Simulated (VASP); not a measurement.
# Ta (Im-3m) in VASP: further runs

Runs on Ta. Level: PBE. Tasks: single point.

Program: VASP 6.6.1. These are calculated values, not measurements. Logs are shortened: lines on timing, memory, paths and dates and some standing lists are left out, and cuts for length are marked.

## (1) The cell of the first run

It takes space group Im-3m (No. 229, cubic). The conventional cell has a = 3.384 Å, b = 3.384 Å, c = 3.384 Å, α = 90.00°, β = 90.00°, γ = 90.00°. Ta (site symmetry m-3m) has 14 Ta at 2.93 to 3.38 Å within 3.9 Å.

## (2) Single point, PBE (19.37 Å³/atom)

File INCAR:

```
PREC = Accurate ; ENCUT = 520
EDIFF = 1E-7 ; ISMEAR = 0
SIGMA = 0.1 ; LREAL = F
LASPH = T ; NELM = 100
ALGO = Normal ; ISIF = 2
LWAVE = F ; LCHARG = F
GGA = PE ; NBANDS = 12
```

File KPOINTS:

```
Automatic mesh
0
Gamma
  18 18 18
```

File POSCAR:

```
Ta
1.0
   -1.6919402375      1.6919402375      1.6919402375
    1.6919402375     -1.6919402375      1.6919402375
    1.6919402375      1.6919402375     -1.6919402375
Ta
1
Direct
    0.0000000000      0.0000000000      0.0000000000
```

Potentials or basis: VASP PAW PBE potentials, release 64 (Ta_pv).

On the command line:

```console
> cat potpaw_PBE.64/Ta_pv/POTCAR > POTCAR
> mpirun -np 1 vasp_std > vasp.out
```

OUTCAR:

```text
PREC = Accurate
   ENCUT = 520
   EDIFF = 1E-7
   ISMEAR = 0
   LREAL = F
   LASPH = T
   NELM = 100
   ISIF = 2
   GGA = PE

 ion  position               nearest neighbor table
   1  0.000  0.000  0.000-

  LATTYP: Found a body centered cubic cell.
 ALAT       =     3.3838804750

  Lattice vectors:

 A1 = (  -1.6919402375,   1.6919402375,   1.6919402375)
 A2 = (   1.6919402375,  -1.6919402375,   1.6919402375)
 A3 = (   1.6919402375,   1.6919402375,  -1.6919402375)

Analysis of symmetry for initial positions (statically):
=====================================================================
 Subroutine PRICEL returns:
 Original cell was already a primitive cell.

 Routine SETGRP: Setting up the symmetry group for a
 body centered cubic supercell.

 Subroutine GETGRP returns: Found 48 space group operations
 (whereof 48 operations were pure point group operations)
 out of a pool of 48 trial point group operations.

The static configuration has the point symmetry O_h .

Analysis of symmetry for dynamics (positions and initial velocities):
=====================================================================
 Subroutine PRICEL returns:
 Original cell was already a primitive cell.

 Routine SETGRP: Setting up the symmetry group for a
 body centered cubic supercell.

 Subroutine GETGRP returns: Found 48 space group operations
 (whereof 48 operations were pure point group operations)
 out of a pool of 48 trial point group operations.

The dynamic configuration has the point symmetry O_h .

 Subroutine INISYM returns: Found 48 space group operations
 (whereof 48 operations are pure point group operations),
 and found     1 'primitive' translations

----------------------------------------------------------------------------------------

                                     Primitive cell

  volume of cell :      19.3738

  direct lattice vectors                    reciprocal lattice vectors
    -1.691940238  1.691940238  1.691940238     0.000000000  0.295518712  0.295518712
     1.691940238 -1.691940238  1.691940238     0.295518712  0.000000000  0.295518712
     1.691940238  1.691940238 -1.691940238     0.295518712  0.295518712  0.000000000

  length of vectors
     2.930526455  2.930526455  2.930526455     0.417926571  0.417926571  0.417926571

  position of ions in fractional coordinates (direct lattice)
     0.000000000  0.000000000  0.000000000

  ion indices of the primitive-cell ions
   primitive index   ion index
                 1           1

----------------------------------------------------------------------------------------

 KPOINTS: Automatic mesh

Automatic generation of k-mesh.
 Grid dimensions read from file:
 generate k-points for:   18   18   18

 Generating k-lattice:

  Cartesian coordinates                     Fractional coordinates (reciprocal lattice)
     0.000000000  0.016417706  0.016417706     0.055555556  0.000000000  0.000000000
     0.016417706  0.000000000  0.016417706     0.000000000  0.055555556  0.000000000
     0.016417706  0.016417706  0.000000000     0.000000000  0.000000000  0.055555556

  Length of vectors
     0.023218143  0.023218143  0.023218143

  Shift w.r.t. Gamma in fractional coordinates (k-lattice)
     0.000000000  0.000000000  0.000000000

 Subroutine IBZKPT returns following result:
 ===========================================

 Found    195 irreducible k-points:

 Following reciprocal coordinates:
            Coordinates               Weight
  0.000000  0.000000  0.000000      1.000000
  0.055556  0.000000  0.000000     12.000000
  0.111111  0.000000  0.000000     12.000000
  0.166667  0.000000  0.000000     12.000000
  0.222222  0.000000  0.000000     12.000000
  0.277778  0.000000  0.000000     12.000000
[... 16 lines left out ...]
  0.333333  0.111111  0.000000     48.000000
  0.388889  0.111111 -0.000000     48.000000
 [... further k-points ...]
   k-points           NKPTS =    195   k-points in BZ     NKDIM =    195   number of bands    NBANDS=     12
   number of dos      NEDOS =    301   number of ions     NIONS =      1
   total plane-waves  NPLWV =  13824
   dimension x,y,z NGX =    24 NGY =   24 NGZ =   24
   dimension x,y,z NGXF=    48 NGYF=   48 NGZF=   48
   ions per type =               1
   NGX,Y,Z   is equivalent  to a cutoff of  13.61, 13.61, 13.61 a.u.
   NGXF,Y,Z  is equivalent  to a cutoff of  27.23, 27.23, 27.23 a.u.
 SYSTEM =  unknown system
   PREC   = accura    normal or accurate (medium, high low for compatibility)
   ISTART =      0    job   : 0-new  1-cont  2-samecut
   ICHARG =      2    charge: 1-file 2-atom 10-const
   ISPIN  =      1    spin polarized calculation?
   LNONCOLLINEAR =      F non collinear calculations
   LSORBIT =      F    spin-orbit coupling
   LASPH  =      T    aspherical Exc in radial PAW
   ENCUT  =  520.0 eV  38.22 Ry    6.18 a.u.   5.45  5.45  5.45*2*pi/ulx,y,z
   NELM   =    100;   NELMIN=  2; NELMDL= -5     # of ELM steps
   EDIFF  = 0.1E-06   stopping-criterion for ELM
   LREAL  =      F    real-space projection
   EDIFFG = 0.1E-05   stopping-criterion for IOM
   NSW    =      0    number of steps for IOM
   IBRION =     -1    ionic relax: 0-MD 1-quasi-New 2-CG
   NFREE  =      0    steps in history (QN), initial steepest desc. (CG)
   ISIF   =      2    stress and relaxation
   ISYM   =      2    0-nonsym 1-usesym 2-fastsym
   POTIM  = 0.5000    time-step for ionic-motion
   TEBEG  =    0.0;   TEEND  =   0.0 temperature during run
   PSTRESS=    0.0 pullay stress
   NELECT =      11.0000    total number of electrons
   NUPDOWN=      -1.0000    fix difference up-down
   EMIN   =  10.00;   EMAX   =-10.00  energy-range for DOS
   EFERMI =   0.00;   METHOD = LEGACY
   ISMEAR =     0;   SIGMA  =   0.10  broadening in eV -4-tet -1-fermi 0-gaus
   EFERMI_NEDOS =   21; number of points for ismear=-14 and -15
   IALGO  =     38    algorithm
   IMIX   =      4    mixing-type and parameters
     AMIX     =   0.40;   BMIX     =  1.00
     AMIX_MAG =   1.60;   BMIX_MAG =  1.00
  volume/ion in A,a.u.               =      19.37       130.74
  Fermi-wavevector in a.u.,A,eV,Ry     =   1.355608  2.561727 25.003051  1.837672
  Thomas-Fermi vector in A             =   2.482681
   LORBIT       =      0    0 simple, 1 ext, 2 COOP (PROOUT), +10 PAW based schemes
   GGA     = PE    functional components
   LHFCALC =     F    Hartree Fock is set to
   AEXX    =    0.0000 exact exchange contribution
   IVDW    =     0    specifies the selected vdW correction
   LEPSILON=     F    determine dielectric tensor
   LRPA    =     F    only Hartree local field effects (RPA)
 non-spin polarized calculation
 Gauss-broadening in eV      SIGMA  =   0.10
  energy-cutoff  :      520.00
  volume of cell :       19.37
 maximum number of plane-waves:       539
 NGX is ok and might be reduce to    24
   NGX = 11   NGY = 11   NGZ = 11

 number of electron      10.9999999 magnetization

 Free energy of the ion-electron system (eV)
  ---------------------------------------------------
  ext. energy  EPLUGINS =         0.00000000
  ---------------------------------------------------
  free energy    TOTEN  =       -11.78070024 eV

  energy without entropy =      -11.77410092  energy(sigma->0) =      -11.77740058

 E-fermi :   4.9128     XC(G=0): -12.2503

 val. band max:        4.8989944782   @ k =   0.1111   0.0556   0.0556
 cond. band min:       4.9275853190   @ k =   0.3333   0.0556  -0.0000
 fundamental gap:      0.0285908408
 Fermi energy:         4.9128480572

 k-point     1 :       0.0000    0.0000    0.0000
  band No.  band energies     occupation
      1     -28.4519      2.00000
      2     -28.4519      2.00000
      3     -28.4519      2.00000
      4      -2.7196      2.00000
      5       5.6358      0.00000
      6       5.6358      0.00000
      7       5.6358      0.00000
      8       8.6565      0.00000
      9       8.6565      0.00000
     10      19.3504      0.00000
     11      19.5797      0.00000
     12      19.5797      0.00000

 k-point     2 :       0.0556    0.0000    0.0000
  band No.  band energies     occupation
      1     -28.4817      2.00000
      2     -28.4613      2.00000
      3     -28.4520      2.00000
      4      -2.5930      2.00000
      5       5.5546      0.00000
      6       5.6131      0.00000
      7       5.7586      0.00000
      8       8.5261      0.00000
      9       8.6572      0.00000
     10      19.3502      0.00000
     11      19.6908      0.00000
     12      19.8030      0.00000

 k-point     3 :       0.1111    0.0000    0.0000
  band No.  band energies     occupation
      1     -28.5666      2.00000
      2     -28.4881      2.00000
      3     -28.4523      2.00000
      4      -2.2246      2.00000
      5       5.3304      0.00000
      6       5.5169      0.00000
      7       6.1234      0.00000
      8       8.2482      0.00000
      9       8.6661      0.00000
     10      19.3500      0.00000
     11      19.9626      0.00000
     12      20.4514      0.00000
[... 286 lines left out ...]
 k-point    23 :       0.3333    0.1111    0.0000
  band No.  band energies     occupation
      1     -29.2510      2.00000
      2     -28.7455      2.00000
      3     -28.4952      2.00000
      4       1.0711      2.00000
      5       3.7910      2.00000
      6       4.8843      1.31394
      7       8.3363      0.00000
      8       9.3910      0.00000
      9      11.2175      0.00000
     10      16.3924      0.00000
     11      18.0365      0.00000
     12      19.3567      0.00000

 k-point    24 :       0.3889    0.1111   -0.0000
  band No.  band energies     occupation
      1     -29.3142      2.00000
      2     -28.7771      2.00000
      3     -28.4961      2.00000
      4       1.1899      2.00000
      5       3.6677      2.00000
      6       5.3863      0.00000
      7       8.3899      0.00000
      8       9.5522      0.00000
      9      12.1206      0.00000
     10      15.3639      0.00000
     11      17.4138      0.00000
     12      19.3555      0.00000

 [... further k-points ...]
[... 5 lines left out ...]
  --------------------------------------------------------------------------------------
  -------------------------------------------------------------------------------------
  Total       -1.2236139     -1.2236139     -1.2236139     -0.0000000     -0.0000000      0.0000000
  in kB     -101.1905481   -101.1905481   -101.1905481     -0.0000000     -0.0000000      0.0000000
  external PRESSURE =    -101.1905481 kB  Pullay stress =       0.0000000 kB

 VOLUME and BASIS-vectors are now :
 -----------------------------------------------------------------------------
  energy-cutoff  :      520.00
  volume of cell :       19.37
      direct lattice vectors                 reciprocal lattice vectors
    -1.691940238  1.691940238  1.691940238     0.000000000  0.295518712  0.295518712
     1.691940238 -1.691940238  1.691940238     0.295518712  0.000000000  0.295518712
     1.691940238  1.691940238 -1.691940238     0.295518712  0.295518712  0.000000000

 POSITION                                       TOTAL-FORCE (eV/Angst)
 -----------------------------------------------------------------------------------
      0.00000      0.00000      0.00000         0.000000      0.000000      0.000000
 -----------------------------------------------------------------------------------
    total drift:                                0.000000      0.000000     -0.000000

  FREE ENERGIE OF THE ION-ELECTRON SYSTEM (eV)
  ---------------------------------------------------
  free  energy   TOTEN  =       -11.7807002376 eV

  energy  without entropy=      -11.7741009213  energy(sigma->0) =      -11.77740058
```

Run time: 55 s. Hardware: 1 thread of Intel Xeon 8259CL, shared host; peak memory 0.17 GiB.

What came out:

* Free energy: -11.7807 eV
* Pressure: -10.1 GPa
* Band gap on the k mesh: zero (an odd number of electrons rules out a gap without spin polarisation)

Levels at points of the mesh, in eV from the Fermi level:
```tsv
k point	band 2	band 3	band 4	band 5	band 6	band 7	band 8	band 9	band 10	band 11
(0.00, 0.00, 0.00)	-33.36	-33.36	-7.63	0.72	0.72	0.72	3.74	3.74	14.44	14.67
(0.50, 0.00, 0.00)	-33.67	-33.37	-4.07	-1.35	1.29	3.58	4.53	7.10	10.59	11.60
(0.50, 0.50, 0.50)	-34.01	-34.01	-3.39	-3.39	6.25	6.25	6.25	8.02	8.02	8.02
```

Caveat: the cell stands under tension; spin-orbit coupling is left out, which moves the levels of the heavy elements.

## (3) Single point, PBE (20.10 Å³/atom)

This run uses another cell than the first one, of 20.10 Å³/atom.

File INCAR:

```
  PREC = Accurate
  ENCUT = 520
  EDIFF = 1E-7
  ISMEAR = 0
  SIGMA = 0.1
  LREAL = False
  LASPH = True
  NELM = 60
  ALGO = Normal
  ISIF = 2
  LWAVE = False
  LCHARG = True
  GGA = PE
  LELF = True
  LVHAR = True
  NBANDS = 12
```

File KPOINTS:

```
regular mesh
0
Gamma
  18 18 18
```

File POSCAR:

```
Ta
1.0
   -1.7129602779      1.7129602779      1.7129602779
    1.7129602779     -1.7129602779      1.7129602779
    1.7129602779      1.7129602779     -1.7129602779
Ta
1
Direct
    0.0000000000      0.0000000000      0.0000000000
```

Potentials or basis: VASP PAW PBE potentials, release 64 (Ta_pv).

On the command line:

```console
> cat potpaw_PBE.64/Ta_pv/POTCAR > POTCAR
> mpirun -np 1 vasp_std > vasp.out
```

Wall time 60 s (1 thread of Intel Xeon 8259CL, shared host); peak memory 0.17 GiB.

Results (log left out):

- Free energy: -11.7221 eV
- Pressure: -15.5 GPa
- Band gap on the k mesh: zero (an odd number of electrons rules out a gap without spin polarisation)

Levels at points of the mesh, in eV from the Fermi level:
```csv
k point,band 4,band 5,band 6,band 7,band 8,band 9
"(0.00, 0.00, 0.00)",-7.48,0.72,0.72,0.72,3.61,3.61
"(0.50, 0.00, 0.00)",-3.92,-1.25,1.16,3.44,4.34,6.76
"(0.50, 0.50, 0.50)",-3.20,-3.20,5.97,5.97,5.97,7.72
```

Caveat: the cell stands under tension; spin-orbit coupling is left out, which moves the levels of the heavy elements.
